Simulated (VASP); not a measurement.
# BN (Cmcm) in VASP: further runs

BN is run at these levels: LDA; tasks: relaxation of the atoms.

All numbers are computed with VASP 6.6.1; they aren't measurements. Logs are shortened: lines on timing, memory, paths and dates and some standing lists are left out, and cuts for length are marked.

## Step 1: The cell of the first run

It takes space group Cmcm (No. 63, orthorhombic). The conventional cell has a = 2.215 Å, b = 4.310 Å, c = 5.781 Å, α = 90.00°, β = 90.00°, γ = 90.00°. B (site symmetry m2m) has 3 N at 1.32 to 1.44 Å within 1.8 Å. Within 1.8 Å of N (site symmetry m2m) lie 3 B at 1.32 to 1.44 Å.

## Step 2: Relaxation of the atoms, LDA (normal strain along x -0.1100, normal strain along z -0.1100)

File INCAR:

```
SYSTEM = BN
PREC = Accurate
ENCUT = 520
EDIFF = 1E-6
ISMEAR = 0
SIGMA = 0.05
LREAL = .False.
LASPH = .True.
NELM = 60
ALGO = Normal
ISIF = 2
LWAVE = .False.
LCHARG = .False.
IBRION = 2
NSW = 50
EDIFFG = -0.01
```

File KPOINTS:

```
regular mesh
0
Gamma
  12 12 4
  0 0 0
```

File POSCAR:

```
BN
1.0
    2.2146330265      0.0000000000      0.0000000000
   -1.1073165133      2.1549757989      0.0000000000
    0.0000000000      0.0000000000      5.7807916289
B N
2 2
Direct
    0.3333333333      0.6666666667      0.2500000000
    0.6666666667      0.3333333333      0.7500000000
    0.3333333333      0.6666666667      0.7500000000
    0.6666666667      0.3333333333      0.2500000000
```

Potentials or basis: VASP PAW LDA potentials, release 64 (B, N).

Command:

```sh
> cat potpaw_LDA.64/B/POTCAR potpaw_LDA.64/N/POTCAR > POTCAR
> mpirun -np 1 vasp_std > vasp.out
```

OUTCAR:

```text
SYSTEM = BN
   PREC = Accurate
   ENCUT = 520
   EDIFF = 1E-6
   ISMEAR = 0
   LREAL = .False.
   LASPH = .True.
   NELM = 60
   ISIF = 2
   IBRION = 2
   NSW = 50
   EDIFFG = -0.01

 ion  position               nearest neighbor table
   1  0.333  0.667  0.250-   4 1.32   4 1.32   4 1.44
   2  0.667  0.333  0.750-   3 1.32   3 1.32   3 1.44
   3  0.333  0.667  0.750-   2 1.32   2 1.32   2 1.44
   4  0.667  0.333  0.250-   1 1.32   1 1.32   1 1.44

  LATTYP: Found a base centered orthorhombic cell.
 ALAT       =     2.2146330265
 B/A-ratio  =     1.9461245029
 C/A-ratio  =     2.6102706677

  Lattice vectors:

 A1 = (   1.1073165133,  -2.1549757989,   0.0000000000)
 A2 = (   1.1073165132,   2.1549757989,   0.0000000000)
 A3 = (   0.0000000000,   0.0000000000,   5.7807916289)

Analysis of symmetry for initial positions (statically):
=====================================================================
 Subroutine PRICEL returns:
 Original cell was already a primitive cell.

 Routine SETGRP: Setting up the symmetry group for a
 base centered orthorhombic supercell.

 Subroutine GETGRP returns: Found  8 space group operations
 (whereof  4 operations were pure point group operations)
 out of a pool of  8 trial point group operations.

The static configuration has the point symmetry C_2h.
 The point group associated with its full space group is D_2h.

Analysis of symmetry for dynamics (positions and initial velocities):
=====================================================================
 Subroutine PRICEL returns:
 Original cell was already a primitive cell.

 Routine SETGRP: Setting up the symmetry group for a
 base centered orthorhombic supercell.

 Subroutine GETGRP returns: Found  8 space group operations
 (whereof  4 operations were pure point group operations)
 out of a pool of  8 trial point group operations.

The dynamic configuration has the point symmetry C_2h.
 The point group associated with its full space group is D_2h.

 Subroutine INISYM returns: Found  8 space group operations
 (whereof  4 operations are pure point group operations),
 and found     1 'primitive' translations

----------------------------------------------------------------------------------------

                                     Primitive cell

  volume of cell :      27.5887

  direct lattice vectors                    reciprocal lattice vectors
     2.214633027  0.000000000  0.000000000     0.451542079  0.232021167  0.000000000
    -1.107316513  2.154975799  0.000000000     0.000000000  0.464042334  0.000000000
     0.000000000  0.000000000  5.780791629     0.000000000  0.000000000  0.172986688

  length of vectors
     2.214633027  2.422822848  5.780791629     0.507665314  0.464042334  0.172986688

  position of ions in fractional coordinates (direct lattice)
     0.333333333  0.666666667  0.250000000
     0.666666667  0.333333333  0.750000000
     0.333333333  0.666666667  0.750000000
     0.666666667  0.333333333  0.250000000

  ion indices of the primitive-cell ions
   primitive index   ion index
                 1           1
                 2           2
                 3           3
                 4           4

----------------------------------------------------------------------------------------

 KPOINTS: regular mesh

Automatic generation of k-mesh.
 Grid dimensions read from file:
 generate k-points for:   12   12    4

 Generating k-lattice:

  Cartesian coordinates                     Fractional coordinates (reciprocal lattice)
     0.037628507  0.019335097  0.000000000     0.083333333  0.000000000  0.000000000
     0.000000000  0.038670195  0.000000000     0.000000000  0.083333333  0.000000000
     0.000000000  0.000000000  0.043246672     0.000000000  0.000000000  0.250000000

  Length of vectors
     0.042305443  0.038670195  0.043246672

  Shift w.r.t. Gamma in fractional coordinates (k-lattice)
     0.000000000  0.000000000  0.000000000

 Subroutine IBZKPT returns following result:
 ===========================================

 Found    129 irreducible k-points:

 Following reciprocal coordinates:
            Coordinates               Weight
  0.000000  0.000000  0.000000      1.000000
  0.083333  0.000000  0.000000      4.000000
  0.166667  0.000000  0.000000      4.000000
  0.250000  0.000000  0.000000      4.000000
  0.333333  0.000000  0.000000      4.000000
  0.416667 -0.000000  0.000000      4.000000
[... 16 lines left out ...]
  0.333333  0.166667  0.000000      4.000000
  0.416667  0.166667  0.000000      4.000000
 [... further k-points ...]
   k-points           NKPTS =    129   k-points in BZ     NKDIM =    129   number of bands    NBANDS=     12
   number of dos      NEDOS =    301   number of ions     NIONS =      4
   total plane-waves  NPLWV =  13824
   dimension x,y,z NGX =    16 NGY =   18 NGZ =   48
   dimension x,y,z NGXF=    32 NGYF=   36 NGZF=   96
   ions per type =               2   2
   NGX,Y,Z   is equivalent  to a cutoff of  12.01, 12.35, 13.80 a.u.
   NGXF,Y,Z  is equivalent  to a cutoff of  24.02, 24.70, 27.61 a.u.
 SYSTEM =  BN
   PREC   = accura    normal or accurate (medium, high low for compatibility)
   ISTART =      0    job   : 0-new  1-cont  2-samecut
   ICHARG =      2    charge: 1-file 2-atom 10-const
   ISPIN  =      1    spin polarized calculation?
   LNONCOLLINEAR =      F non collinear calculations
   LSORBIT =      F    spin-orbit coupling
   LASPH  =      T    aspherical Exc in radial PAW
   ENCUT  =  520.0 eV  38.22 Ry    6.18 a.u.   4.12  4.50 10.75*2*pi/ulx,y,z
   NELM   =     60;   NELMIN=  2; NELMDL= -5     # of ELM steps
   EDIFF  = 0.1E-05   stopping-criterion for ELM
   LREAL  =      F    real-space projection
   EDIFFG = -.1E-01   stopping-criterion for IOM
   NSW    =     50    number of steps for IOM
   IBRION =      2    ionic relax: 0-MD 1-quasi-New 2-CG
   NFREE  =      1    steps in history (QN), initial steepest desc. (CG)
   ISIF   =      2    stress and relaxation
   ISYM   =      2    0-nonsym 1-usesym 2-fastsym
   POTIM  = 0.5000    time-step for ionic-motion
   TEBEG  =    0.0;   TEEND  =   0.0 temperature during run
   PSTRESS=    0.0 pullay stress
   NELECT =      16.0000    total number of electrons
   NUPDOWN=      -1.0000    fix difference up-down
   EMIN   =  10.00;   EMAX   =-10.00  energy-range for DOS
   EFERMI =   0.00;   METHOD = LEGACY
   ISMEAR =     0;   SIGMA  =   0.05  broadening in eV -4-tet -1-fermi 0-gaus
   EFERMI_NEDOS =   21; number of points for ismear=-14 and -15
   IALGO  =     38    algorithm
   IMIX   =      4    mixing-type and parameters
     AMIX     =   0.40;   BMIX     =  1.00
     AMIX_MAG =   1.60;   BMIX_MAG =  1.00
  volume/ion in A,a.u.               =       6.90        46.54
  Fermi-wavevector in a.u.,A,eV,Ry     =   1.365225  2.579902 25.359085  1.863840
  Thomas-Fermi vector in A             =   2.491472
   LORBIT       =      0    0 simple, 1 ext, 2 COOP (PROOUT), +10 PAW based schemes
   GGA     = CA    functional components
   LHFCALC =     F    Hartree Fock is set to
   AEXX    =    0.0000 exact exchange contribution
   IVDW    =     0    specifies the selected vdW correction
   LEPSILON=     F    determine dielectric tensor
   LRPA    =     F    only Hartree local field effects (RPA)
 conjugate gradient relaxation of ions
 non-spin polarized calculation
 Gauss-broadening in eV      SIGMA  =   0.05
  energy-cutoff  :      520.00
  volume of cell :       27.59
 maximum number of plane-waves:       757
   NGX =  9   NGY =  9   NGZ = 21

--------------------------------------- Ionic step        1  -------------------------------------------

 number of electron      15.9999998 magnetization

 Free energy of the ion-electron system (eV)
  ---------------------------------------------------
  ext. energy  EPLUGINS =         0.00000000
  ---------------------------------------------------
  free energy    TOTEN  =       -36.87391193 eV

  energy without entropy =      -36.87391193  energy(sigma->0) =      -36.87391193

------------------------ aborting loop because EDIFF is reached ----------------------------------------

  FORCE on cell =-STRESS in cart. coord.  units (eV):
  Direction    XX          YY          ZZ          XY          YZ          ZX
  --------------------------------------------------------------------------------------
  -------------------------------------------------------------------------------------
  Total       29.4060985      6.0679685      1.3395573     -0.0000000      0.0000000      0.0000000
  in kB     1707.7193703    352.3890592     77.7929783     -0.0000000      0.0000000      0.0000000
  external PRESSURE =     712.6338026 kB  Pullay stress =       0.0000000 kB
[... 95 lines left out ...]
  FREE ENERGIE OF THE ION-ELECTRON SYSTEM (eV)
  ---------------------------------------------------
  free  energy   TOTEN  =       -37.0187065924 eV

  energy  without entropy=      -37.0187065924  energy(sigma->0) =      -37.01870659

[... ionic steps 4 to 13 ...]

--------------------------------------- Ionic step       14  -------------------------------------------

 number of electron      16.0000000 magnetization

------------------------ aborting loop because EDIFF is reached ----------------------------------------
[... 71 lines left out ...]
--------------------------------------- Ionic step       16  -------------------------------------------

 number of electron      16.0000000 magnetization

 Free energy of the ion-electron system (eV)
  ---------------------------------------------------
  ext. energy  EPLUGINS =         0.00000000
  ---------------------------------------------------
  free energy    TOTEN  =       -37.02272378 eV

  energy without entropy =      -37.02272378  energy(sigma->0) =      -37.02272378

 E-fermi :   4.9649     XC(G=0): -11.8437

 val. band max:        4.7159373894   @ k =   0.4167   0.2500   0.0000
 cond. band min:       8.0094984454   @ k =   0.0000   0.5000   0.2500
 fundamental gap:      3.2935610560
 Fermi energy:         4.9649274879

 k-point     1 :       0.0000    0.0000    0.0000
  band No.  band energies     occupation
      1     -14.6489      2.00000
      2     -13.8639      2.00000
      3      -3.7325      2.00000
      4       0.1609      2.00000
      5       2.1376      2.00000
      6       2.2702      2.00000
      7       4.6233      2.00000
      8       4.7038      2.00000
      9      10.4280      0.00000
     10      15.8222      0.00000
     11      16.7452      0.00000
     12      17.1074      0.00000
[... 331 lines left out ...]
 k-point    24 :       0.4167    0.1667    0.0000
  band No.  band energies     occupation
      1      -9.9682      2.00000
      2      -9.8138      2.00000
      3      -4.8666      2.00000
      4      -4.6709      2.00000
      5      -1.9168      2.00000
      6      -1.7562      2.00000
      7       3.0204      2.00000
      8       4.6641      2.00000
      9       9.1983      0.00000
     10      11.1431      0.00000
     11      16.7720      0.00000
     12      16.9212      0.00000

 [... further k-points ...]

------------------------ aborting loop because EDIFF is reached ----------------------------------------

  FORCE on cell =-STRESS in cart. coord.  units (eV):
  Direction    XX          YY          ZZ          XY          YZ          ZX
  --------------------------------------------------------------------------------------
  -------------------------------------------------------------------------------------
  Total       26.0918034      7.1666132      1.2967871     -0.0000000     -0.0000000      0.0000000
  in kB     1515.2461685    416.1913621     75.3091586     -0.0000000     -0.0000000      0.0000000
  external PRESSURE =     668.9155631 kB  Pullay stress =       0.0000000 kB
[... 19 lines left out ...]
  FREE ENERGIE OF THE ION-ELECTRON SYSTEM (eV)
  ---------------------------------------------------
  free  energy   TOTEN  =       -37.0227237822 eV

  energy  without entropy=      -37.0227237822  energy(sigma->0) =      -37.02272378

 reached required accuracy - stopping structural energy minimisation
```

Run time: 4.3 min. Hardware: 1 thread of Oxide Virtual Turin-like, shared host; peak memory 0.11 GiB.

What came out:

* Free energy: -37.0227 eV
* Pressure after relaxing: 66.9 GPa
* Band gap on the k mesh: 3.29 eV (least direct gap 4.30 eV)

Final structure:
```yaml
crystal:
  lattice:
    - [2.21463, 0.00000, 0.00000]
    - [-1.10732, 2.15498, 0.00000]
    - [0.00000, 0.00000, 5.78079]
  atoms:
    - { symbol: B, position: [0.32337, 0.64673, 0.25000] }
    - { symbol: B, position: [0.67663, 0.35327, 0.75000] }
    - { symbol: N, position: [0.35446, 0.70892, 0.75000] }
    - { symbol: N, position: [0.64554, 0.29108, 0.25000] }
```

Levels at points of the mesh, in eV from the valence-band top:
```tsv
k point	band 4	band 5	band 6	band 7	band 8	band 9	band 10	band 11	band 12
(0.00, 0.00, 0.00)	-4.56	-2.58	-2.45	-0.09	-0.01	5.71	11.11	12.03	12.39
(0.50, 0.00, 0.00)	-9.63	-5.52	-5.34	-2.17	-0.19	4.11	6.79	10.23	10.27
(0.00, 0.50, 0.00)	-10.32	-3.13	-2.86	-2.71	-1.41	3.39	5.54	11.60	12.90
(0.00, 0.00, 0.50)	-6.76	-2.51	-2.51	-0.05	-0.05	9.13	9.13	11.72	11.72
(0.50, 0.00, 0.50)	-9.71	-5.43	-5.43	-1.11	-1.11	4.92	4.92	10.48	10.48
(0.00, 0.50, 0.50)	-10.39	-2.79	-2.79	-2.08	-2.08	3.72	3.72	14.06	14.06
```

Caveat: the cell differs from its parent crystal (normal strain along x -0.1100, normal strain along z -0.1100).

## Step 3: Relaxation of the atoms, LDA (normal strain along x -0.1100, normal strain along z +0.0733)

File INCAR:

```
SYSTEM = BN
ALGO = Normal
EDIFF = 1E-6
EDIFFG = -0.01
ENCUT = 520
IBRION = 2
ISIF = 2
ISMEAR = 0
LASPH = .TRUE.
LCHARG = .FALSE.
LREAL = .FALSE.
LWAVE = .FALSE.
NELM = 60
NSW = 50
PREC = Accurate
SIGMA = 0.05
```

File KPOINTS:

```
k-points
0
G
  12 12 4
  0 0 0
```

POSCAR, as its differences from that of step 2:

```diff
@@ -4,3 +4,3 @@
    -1.1073165133      2.1549757989      0.0000000000
-    0.0000000000      0.0000000000      5.7807916289
+    0.0000000000      0.0000000000      6.9713748937
 B N
```

Potentials or basis: VASP PAW LDA potentials, release 64 (B, N).

Command:

```sh
> cat potpaw_LDA.64/B/POTCAR potpaw_LDA.64/N/POTCAR > POTCAR
> mpirun -np 1 vasp_std > vasp.out
```

Wall time 2.4 min (1 thread of Oxide Virtual Turin-like, shared host); peak memory 0.13 GiB.

The run converged. Its results:

- Free energy: -37.0764 eV
- Pressure after relaxing: 52.8 GPa
- Largest force after relaxing: 0.004 eV/Å
- Band gap on the k mesh: 3.31 eV (least direct gap 4.11 eV)

Forces in eV/Å, atoms in the order of the input:
```
B    0.000 -0.004  0.000
B    0.000  0.004  0.000
N    0.000  0.004  0.000
N    0.000 -0.004  0.000
```

Stress tensor (GPa, compression positive):
```
125.95   0.00   0.00
  0.00  33.89   0.00
  0.00   0.00  -1.50
```

Final structure:
```xyz
4
Lattice="2.2146 0.0000 0.0000 -1.1073 2.1550 0.0000 0.0000 0.0000 6.9714" Properties=species:S:1:pos:R:3 pbc="T T T"
B     0.0000    1.4606    1.7428
B     1.1073    0.6944    5.2285
N     0.0000    1.4607    5.2285
N     1.1073    0.6943    1.7428
```

Levels at points of the mesh, in eV from the valence-band top:
```csv
k point,band 6,band 7,band 8,band 9,band 10,band 11
"(0.00, 0.00, 0.00)",-2.45,-0.01,0.00,4.11,9.29,11.14
"(0.50, 0.00, 0.00)",-5.36,-1.35,-0.65,4.66,5.76,10.10
"(0.00, 0.50, 0.00)",-2.72,-2.38,-1.57,3.31,4.75,10.87
"(0.00, 0.00, 0.50)",-2.46,-0.01,-0.01,6.32,6.32,11.60
"(0.50, 0.00, 0.50)",-5.37,-0.99,-0.99,5.07,5.07,10.45
"(0.00, 0.50, 0.50)",-2.73,-1.97,-1.97,3.85,3.85,12.41
```

Caveat: the cell differs from its parent crystal (normal strain along x -0.1100, normal strain along z +0.0733). A k mesh can miss the band edges.
